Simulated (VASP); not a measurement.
# FeO (I4/mmm) in VASP: notebook, part 2 of 2

VASP 6.6.1.

### Step 3. Single point, LDA, collinear spin, ferromagnetic start (volume scaled by 1.02)

Contents of INCAR:

```
SYSTEM = FeO
PREC     = Accurate       ! precision mode
ENCUT    = 520            ! plane-wave cutoff, eV
EDIFF    = 1E-6           ! SCF threshold, eV
ISMEAR   = -1             ! smearing method
SIGMA    = 0.05           ! smearing width, eV
LREAL    = .False.        ! projectors in reciprocal space
LASPH    = .True.         ! aspherical terms in the spheres
NELM     = 150            ! most SCF steps
ALGO     = Normal         ! electronic algorithm
ISIF     = 2              ! what is computed and relaxed
LWAVE    = .False.        ! write WAVECAR
LCHARG   = .True.         ! write CHGCAR
ISPIN    = 2              ! spin polarisation
MAGMOM   = 3 0            ! initial moments
LORBIT   = 11             ! projections on sites
LMAXMIX  = 4              ! l up to which the mixer works
GGA      = CA             ! functional
LELF     = .True.         ! ELF
LVHAR    = .True.       
NBANDS   = 18             ! bands
```

Contents of KPOINTS:

```
regular mesh
0
Gamma
  12 12 12
  0 0 0
```

Contents of POSCAR:

```
FeO
1.0
   -1.6127136786      1.6127136786      2.0971899518
    1.6127136786     -1.6127136786      2.0971899518
    1.6127136786      1.6127136786     -2.0971899518
Fe O
1 1
Direct
    0.0000000000      0.0000000000      0.0000000000
    0.5000000000      0.5000000000      0.0000000000
```

Potentials or basis: VASP PAW LDA potentials, release 64 (Fe, O).

The run is started by

```console
> cat potpaw_LDA.64/Fe/POTCAR potpaw_LDA.64/O/POTCAR > POTCAR
> mpirun -np 1 vasp_std > vasp.out
```

It took 56 s on 1 thread of Intel Xeon 6975P-C (Granite Rapids), shared host; peak memory 0.21 GiB.

It converged, with:

| Item | Value |
| --- | --- |
| Free energy | -16.1708 eV |
| Pressure | -24.5 GPa |
| Band gap on the k mesh | zero (filled and empty bands overlap) |
| Net moment | 4.00 μB per cell |
| Site moments | Fe +3.57; O +0.31 μB |
| Valence electrons inside the program's atomic spheres | Fe 6.66; O 4.92 |

Stress tensor (GPa, compression positive):
```
-24.65   0.00   0.00
  0.00 -24.65   0.00
  0.00   0.00 -24.33
```

Levels at points of the mesh, in eV from the Fermi level:
Spin up:
| k point | band 7 | band 8 | band 9 | band 10 | band 11 | band 12 |
| --- | --- | --- | --- | --- | --- | --- |
| (0.00, 0.00, 0.00) | -3.40 | -3.32 | -3.30 | -0.07 | 15.19 | 16.36 |
| (0.50, 0.00, 0.00) | -2.27 | -0.62 | -0.02 | 3.86 | 7.75 | 11.04 |
| (0.50, 0.50, 0.00) | -2.64 | -2.56 | -2.53 | 4.75 | 7.81 | 10.78 |
| (0.50, 0.50, 0.50) | -2.58 | -2.58 | -2.47 | 4.87 | 8.86 | 9.73 |
Spin down:
| k point | band 2 | band 3 | band 4 | band 5 | band 6 | band 7 | band 8 | band 9 |
| --- | --- | --- | --- | --- | --- | --- | --- | --- |
| (0.00, 0.00, 0.00) | -3.10 | -2.80 | -2.80 | -0.72 | -0.72 | -0.41 | -0.33 | -0.12 |
| (0.50, 0.00, 0.00) | -7.30 | -4.78 | -4.61 | 0.25 | 0.47 | 0.61 | 2.05 | 2.65 |
| (0.50, 0.50, 0.00) | -6.26 | -4.15 | -3.61 | -1.76 | 0.35 | 0.53 | 0.74 | 0.85 |
| (0.50, 0.50, 0.50) | -6.09 | -4.13 | -4.13 | -1.83 | 0.52 | 0.67 | 0.67 | 0.89 |

Caveat: a cell with one magnetic atom can't hold antiferromagnetic order, which such compounds often take; semilocal functionals often make such compounds metallic where correlation or magnetic order opens a gap, which also shifts bond lengths.

### Step 4. Single point, LDA, collinear spin, ferromagnetic start (volume scaled by 1.04)

Edit INCAR of step 3 so:

```diff
@@ -3,3 +3,3 @@
 ENCUT    = 520            ! plane-wave cutoff, eV
-EDIFF    = 1E-6           ! SCF threshold, eV
+EDIFF    = 1E-7           ! SCF threshold, eV
 ISMEAR   = -1             ! smearing method
@@ -12,3 +12,3 @@
 LWAVE    = .False.        ! write WAVECAR
-LCHARG   = .True.         ! write CHGCAR
+LCHARG   = .False.        ! write CHGCAR
 ISPIN    = 2              ! spin polarisation
@@ -17,5 +17,2 @@
 LMAXMIX  = 4              ! l up to which the mixer works
-GGA      = CA             ! functional
-LELF     = .True.         ! ELF
-LVHAR    = .True.       
 NBANDS   = 18             ! bands
```

Contents of KPOINTS:

```
Automatic mesh
0
Gamma
  12 12 12
  0 0 0
```

Contents of POSCAR:

```
FeO
1.0
   -1.6231861388      1.6231861388      2.1108084499
    1.6231861388     -1.6231861388      2.1108084499
    1.6231861388      1.6231861388     -2.1108084499
Fe O
1 1
Direct
    0.0000000000      0.0000000000      0.0000000000
    0.5000000000      0.5000000000      0.0000000000
```

Potentials or basis: VASP PAW LDA potentials, release 64 (Fe, O).

The run is started by

```console
> cat potpaw_LDA.64/Fe/POTCAR potpaw_LDA.64/O/POTCAR > POTCAR
> mpirun -np 1 vasp_std > vasp.out
```

OUTCAR:

```text
SYSTEM = FeO
   PREC = Accurate
   ENCUT = 520
   EDIFF = 1E-7
   ISMEAR = -1
   LREAL = .False.
   LASPH = .True.
   NELM = 150
   ISIF = 2
   ISPIN = 2
   LORBIT = 11

 ion  position               nearest neighbor table
   1  0.000  0.000  0.000-   2 2.11   2 2.11   2 2.30   2 2.30   2 2.30   2 2.30
   2  0.500  0.500  0.000-   1 2.11   1 2.11   1 2.30   1 2.30   1 2.30   1 2.30

  LATTYP: Found a body centered tetragonal cell.
 ALAT       =     3.2463722776
 C/A-ratio  =     1.3004105934

  Lattice vectors:

 A1 = (  -1.6231861388,   1.6231861388,   2.1108084499)
 A2 = (   1.6231861388,  -1.6231861388,   2.1108084499)
 A3 = (   1.6231861388,   1.6231861388,  -2.1108084499)

[... 1221 lines left out ...]
 -----------------------------------------------------------------------------
  energy-cutoff  :      520.00
  volume of cell :       22.25
      direct lattice vectors                 reciprocal lattice vectors
    -1.623186139  1.623186139  2.110808450     0.000000000  0.308036144  0.236876065
     1.623186139 -1.623186139  2.110808450     0.308036144  0.000000000  0.236876065
     1.623186139  1.623186139 -2.110808450     0.308036144  0.308036144  0.000000000

 POSITION                                       TOTAL-FORCE (eV/Angst)
 -----------------------------------------------------------------------------------
      0.00000      0.00000      0.00000         0.000000      0.000000      0.000000
      0.00000      0.00000      2.11081        -0.000000     -0.000000     -0.000000
 -----------------------------------------------------------------------------------
    total drift:                               -0.000000      0.000000     -0.000000

  FREE ENERGIE OF THE ION-ELECTRON SYSTEM (eV)
  ---------------------------------------------------
  free  energy   TOTEN  =       -16.1031169209 eV

  energy  without entropy=      -16.0882348126  energy(sigma->0) =      -16.09567587

 total charge

# of ion       s       p       d       tot
------------------------------------------
    1        0.275   0.308   6.050   6.633
    2        1.546   3.359   0.000   4.905
--------------------------------------------------
tot          1.821   3.667   6.050  11.538

 magnetization (x)

# of ion       s       p       d       tot
------------------------------------------
    1        0.026   0.018   3.533   3.577
    2        0.025   0.280   0.000   0.306
--------------------------------------------------
tot          0.051   0.298   3.533   3.883
```

It took 54 s on 1 thread of Intel Xeon 6975P-C (Granite Rapids), shared host; peak memory 0.21 GiB.

Results:

```yaml
Free_energy: -16.1031 eV
Pressure: -26.4 GPa
Band_gap_on_the_k_mesh: zero (filled and empty bands overlap)
Net_moment: 4.00 μB per cell
Site_moments: Fe +3.58; O +0.31 μB
Valence_electrons_inside_the_program's_atomic_spheres: Fe 6.63; O 4.91
```

Levels at points of the mesh, in eV from the Fermi level:
Spin up:
```tsv
k point	band 7	band 8	band 9	band 10	band 11	band 12
(0.00, 0.00, 0.00)	-3.33	-3.31	-3.30	-0.16	15.13	16.21
(0.50, 0.00, 0.00)	-2.29	-0.66	-0.08	3.82	7.58	10.92
(0.50, 0.50, 0.00)	-2.66	-2.60	-2.55	4.62	7.70	10.68
(0.50, 0.50, 0.50)	-2.61	-2.61	-2.51	4.74	8.75	9.65
```
Spin down:
```csv
k point,band 2,band 3,band 4,band 5,band 6,band 7,band 8,band 9
"(0.00, 0.00, 0.00)",-3.04,-2.73,-2.73,-0.69,-0.69,-0.39,-0.34,-0.11
"(0.50, 0.00, 0.00)",-7.16,-4.67,-4.50,0.24,0.45,0.59,2.00,2.58
"(0.50, 0.50, 0.00)",-6.13,-4.07,-3.53,-1.70,0.34,0.51,0.72,0.81
"(0.50, 0.50, 0.50)",-5.97,-4.04,-4.04,-1.77,0.50,0.65,0.65,0.85
```

Caveat: a cell with one magnetic atom can't hold antiferromagnetic order, which such compounds often take; semilocal functionals often make such compounds metallic where correlation or magnetic order opens a gap, which also shifts bond lengths.

### Step 5. Summary

```tsv
cell	gap on the mesh (eV)	pressure (GPa)	moment (μB)
a = 3.036 Å, angles 117.3, 117.3, 94.8°, 2 atoms	none	-17.5	3.95
a = 3.098 Å, angles 117.3, 117.3, 94.8°, 2 atoms	none	-24.5	4.00
a = 3.118 Å, angles 117.3, 117.3, 94.8°, 2 atoms	none	-26.4	4.00
```

Alike in all rows: task single point; level LDA; potentials or basis VASP PAW LDA potentials, release 64 (Fe, O); spin collinear, ferromagnetic start; k mesh 12 × 12 × 12; cutoff (eV) 520; smearing fermi-dirac 0.05 eV.

Caveats: a cell with one magnetic atom can't hold antiferromagnetic order, which such compounds often take; semilocal functionals often make such compounds metallic where correlation or magnetic order opens a gap, which also shifts bond lengths.

Absolute energies hang on the potentials; compare differences alone.
